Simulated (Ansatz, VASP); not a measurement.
B: VASP beside Ansatz

Contents of POSCAR:

```
B
1.0
    1.8338909766      0.0000000000      0.0000000000
   -0.9169454883      1.5881961735      0.0000000000
    0.0000000000      0.0000000000      3.1329124404
B
1
Direct
    0.0000000000      0.0000000000      0.0000000000
```

INCAR.step1

```
PREC = Accurate
ENCUT = 520
ISMEAR = 0
SIGMA = 0.15
LREAL = False
LASPH = True
NELM = 100
NBANDS = 8
GGA = PE
ALGO = Normal
EDIFF = 1E-4
LWAVE = True
LCHARG = False
```

Contents of INCAR.step2:

```
PREC = Accurate
ENCUT = 520
EDIFF = 1E-6
ISMEAR = 0
SIGMA = 0.15
LREAL = False
LASPH = True
NELM = 100
ALGO = Normal
ISIF = 2
LWAVE = False
LCHARG = False
METAGGA = R2SCAN
LMIXTAU = True
NBANDS = 8
ISTART = 1
```

File KPOINTS:

```
regular mesh
0
Gamma
  36 36 14
```

Input for Ansatz:

```yaml
crystal:
  lattice:
    - [1.8338909766, 0.0, 0.0]
    - [-0.9169454883, 1.5881961735, 0.0]
    - [0.0, 0.0, 3.1329124404]
  atoms:
    - { symbol: B, position: [0.0, 0.0, 0.0] }
basis:
  ecutwfc: 500
kpoints:
  mp_grid: { grid: [36, 36, 14] }
hamiltonian:
  xc: r2scan
scf:
  occupations: { method: gaussian, width: 0.15 }
output:
  forces: true
  stress: true
  eigenvalues: true
```

Alike in both runs: task single point; functional r2SCAN; k mesh 36 × 36 × 14; occupations gaussian, width 0.15 eV; no spin polarisation.

```csv
,VASP,Ansatz
version,VASP 6.6.1,Ansatz 0.2.0
potentials or method,"VASP PAW PBE potentials, release 64 (B), cutoff 520 eV","scalar-relativistic, plane waves, PAW"
valence electrons in the cell,3,3
```

VASP gave:

* gap on the k mesh at the Fermi level (eV): none
* pressure (GPa): -27.7
* traceless stress, the component that is largest in VASP (GPa): 34.52

Task: Which values does Ansatz return?

Result: gap on the k mesh at the Fermi level (eV): none; pressure (GPa): -27.6; traceless stress, the component that is largest in VASP (GPa): 34.39.

VASP's potentials were made for PBE, not for r2SCAN. A gap of «none» marks a metal or a gap that the smearing closes.
